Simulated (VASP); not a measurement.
# Mn (Im-3m) in VASP: single point with LDA

Aim: the single point of Mn with LDA.

All numbers are computed with VASP 6.6.1; they aren't measurements. Logs are shortened: lines on timing, memory, paths and dates and some standing lists are left out, and cuts for length are marked.

## Step 1: The cell of the first run

It takes space group Im-3m (No. 229, cubic). Conventional cell: a = 2.844 Å, b = 2.844 Å, c = 2.844 Å, α = 90.00°, β = 90.00°, γ = 90.00°. Within 3.3 Å of Mn (site symmetry m-3m) lie 14 Mn at 2.46 to 2.84 Å.

## Step 2: Single point, LDA, non-collinear spin, typed start

The input, INCAR:

```
SYSTEM = Mn
ALGO = Normal ; EDIFF = 1E-6
ENCUT = 520 ; ISIF = 2
ISMEAR = 0 ; LASPH = .True.
LCHARG = .False. ; LMAXMIX = 4
LNONCOLLINEAR = .True. ; LORBIT = 11
LREAL = .False. ; LWAVE = .False.
MAGMOM = 0.109 1.216 -1.034 0.497 -1.315 2.305 -1.895 0.98 -1.814 0.835 -1.851 -1.081 ; NBANDS = 66
NELM = 150 ; PREC = Accurate
SIGMA = 0.05
```

The input, KPOINTS:

```
k-points
0
Gamma
  3 3 2
  0 0 0
```

The input, POSCAR:

```
Mn
1.0
    2.8436760000      0.0000000000      0.0000000000
    0.0000000000      2.8436760000      0.0000000000
    0.0000000000      0.0000000000      5.6872518000
Mn
4
Direct
    0.0000000000      0.0000000000      0.0000000000
    0.5000000000      0.5000000000      0.2500000000
    0.0000000000      0.0000000000      0.5000000000
    0.5000000000      0.5000000000      0.7500000000
```

Potentials or basis: VASP PAW LDA potentials, release 64 (Mn_pv).

Started as:

```bash
> cat potpaw_LDA.64/Mn_pv/POTCAR > POTCAR
> mpirun -np 1 vasp_ncl > vasp.out
```

OUTCAR:

```text
SYSTEM = Mn
   EDIFF = 1E-6
   ENCUT = 520
   ISIF = 2
   ISMEAR = 0
   LASPH = .True.
   LNONCOLLINEAR = .True.
   LORBIT = 11
   LREAL = .False.
   NELM = 150
   PREC = Accurate

 ion  position               nearest neighbor table
   1  0.000  0.000  0.000-   2 2.46   4 2.46   2 2.46   4 2.46   2 2.46   4 2.46   2 2.46   4 2.46
                             3 2.84   3 2.84
   2  0.500  0.500  0.250-   1 2.46   3 2.46   1 2.46   3 2.46   1 2.46   3 2.46   1 2.46   3 2.46
                             4 2.84   4 2.84
   3  0.000  0.000  0.500-   2 2.46   4 2.46   2 2.46   4 2.46   2 2.46   4 2.46   2 2.46   4 2.46
                             1 2.84   1 2.84
   4  0.500  0.500  0.750-   1 2.46   3 2.46   1 2.46   3 2.46   1 2.46   3 2.46   1 2.46   3 2.46
                             2 2.84   2 2.84

  LATTYP: Found a simple tetragonal cell.
 ALAT       =     2.8436760000
 C/A-ratio  =     1.9999647639

  Lattice vectors:

 A1 = (   2.8436760000,   0.0000000000,   0.0000000000)
 A2 = (   0.0000000000,   2.8436760000,   0.0000000000)
 A3 = (   0.0000000000,   0.0000000000,   5.6872518000)

Analysis of symmetry for initial positions (statically):
=====================================================================
 Subroutine PRICEL returns following result:

  LATTYP: Found a body centered tetragonal cell.
 ALAT       =     2.8436760000
 C/A-ratio  =     0.9999823820

  Lattice vectors:

 A1 = (  -1.4218380000,  -1.4218380000,  -1.4218129500)
 A2 = (   1.4218380000,   1.4218380000,  -1.4218129500)
 A3 = (   1.4218380000,  -1.4218380000,   1.4218129500)

   4 primitive cells build up your supercell.

 Routine SETGRP: Setting up the symmetry group for a
 simple tetragonal supercell.

 Subroutine GETGRP returns: Found 16 space group operations
 (whereof 16 operations were pure point group operations)
 out of a pool of 16 trial point group operations.

The static configuration has the point symmetry D_4h.

Analysis of symmetry for dynamics (positions and initial velocities):
=====================================================================
 Subroutine PRICEL returns following result:

  LATTYP: Found a body centered tetragonal cell.
 ALAT       =     2.8436760000
 C/A-ratio  =     0.9999823820

  Lattice vectors:

 A1 = (  -1.4218380000,  -1.4218380000,  -1.4218129500)
 A2 = (   1.4218380000,   1.4218380000,  -1.4218129500)
 A3 = (   1.4218380000,  -1.4218380000,   1.4218129500)

   4 primitive cells build up your supercell.

 Routine SETGRP: Setting up the symmetry group for a
 simple tetragonal supercell.

 Subroutine GETGRP returns: Found 16 space group operations
 (whereof 16 operations were pure point group operations)
 out of a pool of 16 trial point group operations.

The dynamic configuration has the point symmetry D_4h.

Analysis of structural, dynamic, and magnetic symmetry:
=====================================================================
 Subroutine PRICEL returns:
 Original cell was already a primitive cell.

 Routine SETGRP: Setting up the symmetry group for a
 simple tetragonal supercell.

 Subroutine GETGRP returns: Found  1 space group operations
 (whereof  1 operations were pure point group operations)
 out of a pool of 16 trial point group operations.

The overall configuration has the point symmetry C_1 .

 Subroutine INISYM returns: Found  1 space group operations
 (whereof  1 operations are pure point group operations),
 and found     1 'primitive' translations

----------------------------------------------------------------------------------------

                                     Primitive cell

  volume of cell :      45.9899

  direct lattice vectors                    reciprocal lattice vectors
     2.843676000  0.000000000  0.000000000     0.351657502  0.000000000  0.000000000
     0.000000000  2.843676000  0.000000000     0.000000000  0.351657502  0.000000000
     0.000000000  0.000000000  5.687251800     0.000000000  0.000000000  0.175831849

  length of vectors
[... 60 lines left out ...]
  0.333333 -0.333333  0.500000      1.000000
   k-points           NKPTS =     18   k-points in BZ     NKDIM =     18   number of bands    NBANDS=     66
   number of dos      NEDOS =    301   number of ions     NIONS =      4
   total plane-waves  NPLWV =  24192
   dimension x,y,z NGX =    24 NGY =   24 NGZ =   42
   dimension x,y,z NGXF=    48 NGYF=   48 NGZF=   84
   ions per type =               4
   NGX,Y,Z   is equivalent  to a cutoff of  14.03, 14.03, 12.28 a.u.
   NGXF,Y,Z  is equivalent  to a cutoff of  28.06, 28.06, 24.55 a.u.
 SYSTEM =  Mn
   PREC   = accura    normal or accurate (medium, high low for compatibility)
   ISTART =      0    job   : 0-new  1-cont  2-samecut
   ICHARG =      2    charge: 1-file 2-atom 10-const
   ISPIN  =      1    spin polarized calculation?
   LNONCOLLINEAR =      T non collinear calculations
   LSORBIT =      F    spin-orbit coupling
   LASPH  =      T    aspherical Exc in radial PAW
   ENCUT  =  520.0 eV  38.22 Ry    6.18 a.u.   5.29  5.29 10.57*2*pi/ulx,y,z
   NELM   =    150;   NELMIN=  2; NELMDL= -5     # of ELM steps
   EDIFF  = 0.1E-05   stopping-criterion for ELM
   LREAL  =      F    real-space projection
   EDIFFG = 0.1E-04   stopping-criterion for IOM
   NSW    =      0    number of steps for IOM
   IBRION =     -1    ionic relax: 0-MD 1-quasi-New 2-CG
   NFREE  =      0    steps in history (QN), initial steepest desc. (CG)
   ISIF   =      2    stress and relaxation
   ISYM   =      2    0-nonsym 1-usesym 2-fastsym
   POTIM  = 0.5000    time-step for ionic-motion
   TEBEG  =    0.0;   TEEND  =   0.0 temperature during run
   PSTRESS=    0.0 pullay stress
   NELECT =      52.0000    total number of electrons
   NUPDOWN=      -1.0000    fix difference up-down
   EMIN   =  10.00;   EMAX   =-10.00  energy-range for DOS
   EFERMI =   0.00;   METHOD = LEGACY
   ISMEAR =     0;   SIGMA  =   0.05  broadening in eV -4-tet -1-fermi 0-gaus
   EFERMI_NEDOS =   21; number of points for ismear=-14 and -15
   IALGO  =     38    algorithm
   IMIX   =      4    mixing-type and parameters
     AMIX     =   0.40;   BMIX     =  1.00
     AMIX_MAG =   1.60;   BMIX_MAG =  1.00
  volume/ion in A,a.u.               =      11.50        77.59
  Fermi-wavevector in a.u.,A,eV,Ry     =   1.705513  3.222952 39.576284  2.908775
  Thomas-Fermi vector in A             =   2.784719
   LORBIT       =     11    0 simple, 1 ext, 2 COOP (PROOUT), +10 PAW based schemes
   GGA     = CA    functional components
   LHFCALC =     F    Hartree Fock is set to
   AEXX    =    0.0000 exact exchange contribution
   IVDW    =     0    specifies the selected vdW correction
   LEPSILON=     F    determine dielectric tensor
   LRPA    =     F    only Hartree local field effects (RPA)
 Gauss-broadening in eV      SIGMA  =   0.05
  energy-cutoff  :      520.00
  volume of cell :       45.99
 maximum number of plane-waves:      2508
 NGX is ok and might be reduce to    24
   NGX = 11   NGY = 11   NGZ = 21

 number of electron      52.0000051 magnetization      -0.2641556     -0.6149174      0.0258126

 number of electron      52.0000051 magnetization      -0.5451267     -0.0760108     -0.1612698

 Free energy of the ion-electron system (eV)
  ---------------------------------------------------
  ext. energy  EPLUGINS =         0.00000000
  ---------------------------------------------------
  free energy    TOTEN  =       -39.70605131 eV

  energy without entropy =      -39.69780808  energy(sigma->0) =      -39.70192969

 E-fermi :   9.6937     XC(G=0): -13.9638

 val. band max:        9.6666889199   @ k =   0.0000   0.0000   0.0000
 cond. band min:       9.7183358553   @ k =   0.3333   0.0000   0.5000
 fundamental gap:      0.0516469354
 Fermi energy:         9.6936959422

 k-point     1 :       0.0000    0.0000    0.0000
  band No.  band energies     occupation
      1     -38.7454      1.00000
      2     -38.6656      1.00000
      3     -38.6656      1.00000
      4     -38.6428      1.00000
      5     -38.5204      1.00000
      6     -38.5159      1.00000
[... 1195 lines left out ...]
     63      10.5561      0.00000
     64      10.5639      0.00000
 [bands above 64 left out]

------------------------ aborting loop because EDIFF is reached ----------------------------------------

  FORCE on cell =-STRESS in cart. coord.  units (eV):
  Direction    XX          YY          ZZ          XY          YZ          ZX
  --------------------------------------------------------------------------------------
  -------------------------------------------------------------------------------------
  Total       -8.3737134     -8.3737374     -8.9447426     -0.0000049      0.0000039      0.0000065
  in kB     -291.7198570   -291.7206929   -311.6131305     -0.0001724      0.0001373      0.0002272
  external PRESSURE =    -298.3512268 kB  Pullay stress =       0.0000000 kB

 VOLUME and BASIS-vectors are now :
 -----------------------------------------------------------------------------
  energy-cutoff  :      520.00
  volume of cell :       45.99
      direct lattice vectors                 reciprocal lattice vectors
     2.843676000  0.000000000  0.000000000     0.351657502  0.000000000  0.000000000
     0.000000000  2.843676000  0.000000000     0.000000000  0.351657502  0.000000000
     0.000000000  0.000000000  5.687251800     0.000000000  0.000000000  0.175831849

 POSITION                                       TOTAL-FORCE (eV/Angst)
 -----------------------------------------------------------------------------------
      0.00000      0.00000      0.00000         0.000001     -0.000001     -0.004240
      1.42184      1.42184      1.42181        -0.000000      0.000000      0.105928
      0.00000      0.00000      2.84363        -0.000000     -0.000000      0.000988
      1.42184      1.42184      4.26544        -0.000001      0.000001     -0.102676
 -----------------------------------------------------------------------------------
    total drift:                               -0.000001      0.000001      0.000013

  FREE ENERGIE OF THE ION-ELECTRON SYSTEM (eV)
  ---------------------------------------------------
  free  energy   TOTEN  =       -39.7060513082 eV

  energy  without entropy=      -39.6978080754  energy(sigma->0) =      -39.70192969

 total charge

# of ion       s       p       d       tot
------------------------------------------
    1        0.402   6.359   5.099  11.860
    2        0.401   6.359   5.101  11.862
    3        0.402   6.360   5.097  11.858
    4        0.401   6.359   5.101  11.862
--------------------------------------------------
tot          1.606  25.437  20.399  47.442

 magnetization (x)

# of ion       s       p       d       tot
------------------------------------------
    1        0.004   0.002   0.447   0.454
    2        0.000   0.002  -0.201  -0.198
    3       -0.005  -0.001  -0.943  -0.950
    4        0.003   0.003   0.146   0.152
--------------------------------------------------
tot          0.003   0.006  -0.551  -0.543

 magnetization (y)

# of ion       s       p       d       tot
------------------------------------------
    1        0.001   0.000   0.062   0.063
    2        0.001   0.001   0.127   0.129
    3       -0.001  -0.000  -0.127  -0.128
    4       -0.001  -0.000  -0.139  -0.140
--------------------------------------------------
tot          0.000   0.001  -0.077  -0.076

 magnetization (z)

# of ion       s       p       d       tot
------------------------------------------
    1        0.001   0.001   0.117   0.119
    2        0.004   0.002   0.583   0.590
    3       -0.001  -0.000  -0.246  -0.248
    4       -0.004  -0.001  -0.616  -0.621
--------------------------------------------------
tot          0.001   0.002  -0.163  -0.160
```

Run time: 8.8 min. Hardware: 1 thread of AMD EPYC 7R43 (Zen 3), shared host; peak memory 0.22 GiB.

Results:

- Free energy: -39.7061 eV
- Pressure: -29.8 GPa
- Band gap on the k mesh: zero (band 52 reaches 9.82 eV, above the bottom of band 53 at 9.45 eV)
- Net moment: 0.57 μB per cell
- Valence electrons inside the program's atomic spheres: Mn 11.86

Moments on the atoms (μB; x, y, z):
```
Mn   0.45  0.06  0.12
Mn  -0.20  0.13  0.59
Mn  -0.95 -0.13 -0.25
Mn   0.15 -0.14 -0.62
```

Caveat: the k points lie up to 0.74 Å⁻¹ apart.
